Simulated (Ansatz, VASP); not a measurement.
# RbCl in VASP and in Ansatz

```
Rb Cl
1.0
     0.00000    3.20448    3.20448
     3.20448    0.00000    3.20448
     3.20448    3.20448    0.00000
Rb Cl
1 1
Direct
  0.00000 0.00000 0.00000
  0.50000 0.50000 0.50000
```

Alike in both runs: task single point; functional LDA; k mesh 6 × 6 × 6; no spin polarisation.

|  | VASP | Ansatz |
| --- | --- | --- |
| version | VASP 6.6.1 | Ansatz 0.2.0 |
| potentials or method | VASP PAW LDA potentials, release 64 (Rb_sv, Cl), cutoff 500 eV | all-electron LAPW, scalar-relativistic |
| occupations | gaussian, width 0.01 eV | fixed |

Ansatz gave:

| Item | Value |
| --- | --- |
| gap on the k mesh at the Fermi level (eV) | 4.80 |
| pressure (GPa) | -0.3 |

Problem. Which values does VASP return?

Solution. gap on the k mesh at the Fermi level (eV): 4.81; pressure (GPa): -0.3.

LDA's correlation is that of Perdew and Zunger in VASP and of Perdew and Wang (1992) in Ansatz. Ansatz ran all-electron here, and VASP with PAW potentials.
